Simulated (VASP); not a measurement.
# Zn in VASP: further runs

Runs on Zn. Level: PBE. Tasks: single point.

Everything below comes from runs of VASP 6.6.1. Logs are shortened: lines on timing, memory, paths and dates and some standing lists are left out, and cuts for length are marked.

**1. The cell of the first run**

The cell holds a wire with vacuum, 2 atoms: a = 10.100 Å, b = 9.300 Å, c = 4.266 Å, α = 90.00°, β = 90.00°, γ = 90.00°.

**2. Single point, PBE, collinear spin, ferromagnetic start**

Input file INCAR:

```
  PREC = Accurate
  ENCUT = 520
  EDIFF = 1E-6
  ISMEAR = 0
  SIGMA = 0.05
  LREAL = False
  LASPH = True
  NELM = 150
  ALGO = Normal
  ISIF = 2
  LWAVE = False
  LCHARG = False
  ISPIN = 2
  MAGMOM = 0.5 0.5
  LORBIT = 11
  GGA = PE
  NBANDS = 23
```

Input file KPOINTS:

```
regular mesh
0
Gamma
  1 1 15
```

Input file POSCAR:

```
Zn
1.0
   10.1000000000      0.0000000000      0.0000000000
    0.0000000000      9.3000000000      0.0000000000
    0.0000000000      0.0000000000      4.2659830603
Zn
2
Direct
    0.4472031799      0.5000000000      0.0000000000
    0.5527968201      0.5000000000      0.5000000000
```

Potentials or basis: VASP PAW PBE potentials, release 64 (Zn).

The run is started by

```sh
> cat potpaw_PBE.64/Zn/POTCAR > POTCAR
> mpirun -np 1 vasp_std > vasp.out
```

OUTCAR:

```text
PREC = Accurate
   ENCUT = 520
   EDIFF = 1E-6
   ISMEAR = 0
   LREAL = False
   LASPH = True
   NELM = 150
   ISIF = 2
   ISPIN = 2
   LORBIT = 11
   GGA = PE

 ion  position               nearest neighbor table
   1  0.447  0.500  0.000-   2 2.38   2 2.38
   2  0.553  0.500  0.500-   1 2.38   1 2.38

  LATTYP: Found a simple orthorhombic cell.
 ALAT       =     4.2659830603
 B/A-ratio  =     2.1800367860
 C/A-ratio  =     2.3675668321

  Lattice vectors:

 A1 = (   0.0000000000,   0.0000000000,  -4.2659830603)
 A2 = (   0.0000000000,   9.3000000000,   0.0000000000)
 A3 = (  10.1000000000,   0.0000000000,   0.0000000000)

Analysis of symmetry for initial positions (statically):
=====================================================================
 Subroutine PRICEL returns:
 Original cell was already a primitive cell.

 Routine SETGRP: Setting up the symmetry group for a
 simple orthorhombic supercell.

 Subroutine GETGRP returns: Found  8 space group operations
 (whereof  4 operations were pure point group operations)
 out of a pool of  8 trial point group operations.

The static configuration has the point symmetry C_2v.
 The point group associated with its full space group is D_2h.

Analysis of symmetry for dynamics (positions and initial velocities):
=====================================================================
 Subroutine PRICEL returns:
 Original cell was already a primitive cell.

 Routine SETGRP: Setting up the symmetry group for a
 simple orthorhombic supercell.

 Subroutine GETGRP returns: Found  8 space group operations
 (whereof  4 operations were pure point group operations)
 out of a pool of  8 trial point group operations.

The dynamic configuration has the point symmetry C_2v.
 The point group associated with its full space group is D_2h.

Analysis of structural, dynamic, and magnetic symmetry:
=====================================================================
 Subroutine PRICEL returns:
 Original cell was already a primitive cell.

 Routine SETGRP: Setting up the symmetry group for a
 simple orthorhombic supercell.

 Subroutine GETGRP returns: Found  8 space group operations
 (whereof  4 operations were pure point group operations)
 out of a pool of  8 trial point group operations.

The overall configuration has the point symmetry C_2v.
 The point group associated with its full space group is D_2h.

 Subroutine INISYM returns: Found  8 space group operations
 (whereof  4 operations are pure point group operations),
 and found     1 'primitive' translations

----------------------------------------------------------------------------------------

                                     Primitive cell

  volume of cell :     400.7038

  direct lattice vectors                    reciprocal lattice vectors
    10.100000000  0.000000000  0.000000000     0.099009901  0.000000000  0.000000000
     0.000000000  9.300000000  0.000000000     0.000000000  0.107526882  0.000000000
     0.000000000  0.000000000  4.265983060     0.000000000  0.000000000  0.234412558

  length of vectors
    10.100000000  9.300000000  4.265983060     0.099009901  0.107526882  0.234412558

  position of ions in fractional coordinates (direct lattice)
     0.447203180  0.500000000  0.000000000
     0.552796820  0.500000000  0.500000000

  ion indices of the primitive-cell ions
   primitive index   ion index
                 1           1
                 2           2

----------------------------------------------------------------------------------------

 KPOINTS: regular mesh

Automatic generation of k-mesh.
 Grid dimensions read from file:
 generate k-points for:    1    1   15

 Generating k-lattice:

  Cartesian coordinates                     Fractional coordinates (reciprocal lattice)
     0.099009901  0.000000000  0.000000000     1.000000000  0.000000000  0.000000000
     0.000000000  0.107526882  0.000000000     0.000000000  1.000000000  0.000000000
     0.000000000  0.000000000  0.015627504     0.000000000  0.000000000  0.066666667

  Length of vectors
     0.099009901  0.107526882  0.015627504

  Shift w.r.t. Gamma in fractional coordinates (k-lattice)
     0.000000000  0.000000000  0.000000000

 Subroutine IBZKPT returns following result:
 ===========================================

 Found      8 irreducible k-points:

 Following reciprocal coordinates:
            Coordinates               Weight
  0.000000  0.000000  0.000000      1.000000
  0.000000  0.000000  0.066667      2.000000
  0.000000  0.000000  0.133333      2.000000
  0.000000  0.000000  0.200000      2.000000
  0.000000  0.000000  0.266667      2.000000
  0.000000  0.000000  0.333333      2.000000
  0.000000  0.000000  0.400000      2.000000
  0.000000  0.000000  0.466667      2.000000
   k-points           NKPTS =      8   k-points in BZ     NKDIM =      8   number of bands    NBANDS=     23
   number of dos      NEDOS =    301   number of ions     NIONS =      2
   total plane-waves  NPLWV = 179200
   dimension x,y,z NGX =    80 NGY =   70 NGZ =   32
   dimension x,y,z NGXF=   160 NGYF=  140 NGZF=   64
   ions per type =               2
   NGX,Y,Z   is equivalent  to a cutoff of  13.17, 12.51, 12.47 a.u.
   NGXF,Y,Z  is equivalent  to a cutoff of  26.34, 25.03, 24.94 a.u.
 SYSTEM =  unknown system
   PREC   = accura    normal or accurate (medium, high low for compatibility)
   ISTART =      0    job   : 0-new  1-cont  2-samecut
   ICHARG =      2    charge: 1-file 2-atom 10-const
   ISPIN  =      2    spin polarized calculation?
   LNONCOLLINEAR =      F non collinear calculations
   LSORBIT =      F    spin-orbit coupling
   LASPH  =      T    aspherical Exc in radial PAW
   ENCUT  =  520.0 eV  38.22 Ry    6.18 a.u.  18.78 17.29  7.93*2*pi/ulx,y,z
   NELM   =    150;   NELMIN=  2; NELMDL= -5     # of ELM steps
   EDIFF  = 0.1E-05   stopping-criterion for ELM
   LREAL  =      F    real-space projection
   EDIFFG = 0.1E-04   stopping-criterion for IOM
   NSW    =      0    number of steps for IOM
   IBRION =     -1    ionic relax: 0-MD 1-quasi-New 2-CG
   NFREE  =      0    steps in history (QN), initial steepest desc. (CG)
   ISIF   =      2    stress and relaxation
   ISYM   =      2    0-nonsym 1-usesym 2-fastsym
   POTIM  = 0.5000    time-step for ionic-motion
   TEBEG  =    0.0;   TEEND  =   0.0 temperature during run
   PSTRESS=    0.0 pullay stress
   NELECT =      24.0000    total number of electrons
   NUPDOWN=      -1.0000    fix difference up-down
   EMIN   =  10.00;   EMAX   =-10.00  energy-range for DOS
   EFERMI =   0.00;   METHOD = LEGACY
   ISMEAR =     0;   SIGMA  =   0.05  broadening in eV -4-tet -1-fermi 0-gaus
   EFERMI_NEDOS =   21; number of points for ismear=-14 and -15
   IALGO  =     38    algorithm
   IMIX   =      4    mixing-type and parameters
     AMIX     =   0.40;   BMIX     =  1.00
     AMIX_MAG =   1.60;   BMIX_MAG =  1.00
  volume/ion in A,a.u.               =     200.35      1352.04
  Fermi-wavevector in a.u.,A,eV,Ry     =   0.640527  1.210420  5.582128  0.410275
  Thomas-Fermi vector in A             =   1.706564
   LORBIT       =     11    0 simple, 1 ext, 2 COOP (PROOUT), +10 PAW based schemes
   GGA     = PE    functional components
   LHFCALC =     F    Hartree Fock is set to
   AEXX    =    0.0000 exact exchange contribution
   IVDW    =     0    specifies the selected vdW correction
   LEPSILON=     F    determine dielectric tensor
   LRPA    =     F    only Hartree local field effects (RPA)
 spin polarized calculation
 Gauss-broadening in eV      SIGMA  =   0.05
  energy-cutoff  :      520.00
  volume of cell :      400.70
 maximum number of plane-waves:     10816
 NGX is ok and might be reduce to    80
   NGX = 37   NGY = 35   NGZ = 15

 number of electron      24.0000045 magnetization       0.0000096

 number of electron      24.0000045 magnetization      -0.0000106

 Free energy of the ion-electron system (eV)
  ---------------------------------------------------
  ext. energy  EPLUGINS =         0.00000000
  ---------------------------------------------------
  free energy    TOTEN  =        -0.00511916 eV

  energy without entropy =       -0.00511916  energy(sigma->0) =       -0.00511916

 E-fermi :  -3.0875     XC(G=0):  -2.2088

 val. band max:       -3.3512295538   @ k =   0.0000   0.0000   0.0667
 cond. band min:      -2.5268988008   @ k =   0.0000   0.0000   0.0000
 fundamental gap:      0.8243307531
 Fermi energy:        -3.0874812293

 spin component 1

 k-point     1 :       0.0000    0.0000    0.0000
  band No.  band energies     occupation
      1     -10.8496      1.00000
      2     -10.5741      1.00000
      3     -10.5233      1.00000
      4     -10.3904      1.00000
      5     -10.2350      1.00000
      6     -10.1797      1.00000
[... 15 lines left out ...]
     22       3.0477      0.00000
     23       3.4853      0.00000
[... 158 lines left out ...]
  band No.  band energies     occupation
      1     -10.8612      1.00000
      2     -10.8521      1.00000
      3     -10.4659      1.00000
      4     -10.4301      1.00000
      5     -10.2182      1.00000
      6     -10.2075      1.00000
[... 15 lines left out ...]
     22       3.4192      0.00000
     23       3.6634      0.00000
 Fermi energy:        -3.0874812293

 spin component 2

 k-point     1 :       0.0000    0.0000    0.0000
  band No.  band energies     occupation
      1     -10.8496      1.00000
      2     -10.5741      1.00000
      3     -10.5233      1.00000
      4     -10.3904      1.00000
      5     -10.2350      1.00000
      6     -10.1797      1.00000
[... 15 lines left out ...]
     22       3.0546      0.00000
     23       3.4857      0.00000
[... 159 lines left out ...]
      1     -10.8612      1.00000
      2     -10.8521      1.00000
      3     -10.4659      1.00000
      4     -10.4301      1.00000
      5     -10.2182      1.00000
      6     -10.2075      1.00000
[... 15 lines left out ...]
     22       3.4214      0.00000
     23       3.6666      0.00000

------------------------ aborting loop because EDIFF is reached ----------------------------------------

  FORCE on cell =-STRESS in cart. coord.  units (eV):
  Direction    XX          YY          ZZ          XY          YZ          ZX
  --------------------------------------------------------------------------------------
  -------------------------------------------------------------------------------------
  Total        0.7935895     -0.0185714      3.6975650      0.0000000      0.0000000      0.0000000
  in kB        3.1730949     -0.0742560     14.7843745      0.0000000      0.0000000      0.0000000
  external PRESSURE =       5.9610711 kB  Pullay stress =       0.0000000 kB

 VOLUME and BASIS-vectors are now :
 -----------------------------------------------------------------------------
  energy-cutoff  :      520.00
  volume of cell :      400.70
      direct lattice vectors                 reciprocal lattice vectors
    10.100000000  0.000000000  0.000000000     0.099009901  0.000000000  0.000000000
     0.000000000  9.300000000  0.000000000     0.000000000  0.107526882  0.000000000
     0.000000000  0.000000000  4.265983060     0.000000000  0.000000000  0.234412558

 POSITION                                       TOTAL-FORCE (eV/Angst)
 -----------------------------------------------------------------------------------
      4.51675      4.65000      0.00000        -0.685189      0.000000      0.000000
      5.58325      4.65000      2.13299         0.685189      0.000000      0.000000
 -----------------------------------------------------------------------------------
    total drift:                               -0.000000     -0.000000     -0.000000

  FREE ENERGIE OF THE ION-ELECTRON SYSTEM (eV)
  ---------------------------------------------------
  free  energy   TOTEN  =        -0.0051191592 eV

  energy  without entropy=       -0.0051191592  energy(sigma->0) =       -0.00511916

 total charge

# of ion       s       p       d       tot
------------------------------------------
    1        0.820   0.191   9.725  10.737
    2        0.820   0.191   9.725  10.737
--------------------------------------------------
tot          1.641   0.382  19.450  21.473

 magnetization (x)

# of ion       s       p       d       tot
------------------------------------------
    1       -0.000  -0.000   0.000  -0.000
    2       -0.000  -0.000   0.000  -0.000
--------------------------------------------------
tot         -0.000  -0.000   0.000  -0.000
```

It took 3.7 min on 1 thread of Intel Xeon 6975P-C, shared host; peak memory 0.6 GiB.

What came out:

```yaml
Free_energy: -0.0051 eV
Largest_force: 0.685 eV/Å
Band_gap_on_the_k_mesh: 0.82 eV, indirect (least direct gap 0.84 eV)
Net_moment: 0.00 μB per cell
Valence_electrons_inside_the_program's_atomic_spheres: Zn 10.74
```

Forces on the atoms (eV/Å):
```
Zn  -0.685  0.000  0.000
Zn   0.685  0.000  0.000
```

[end of part 1 of 2]
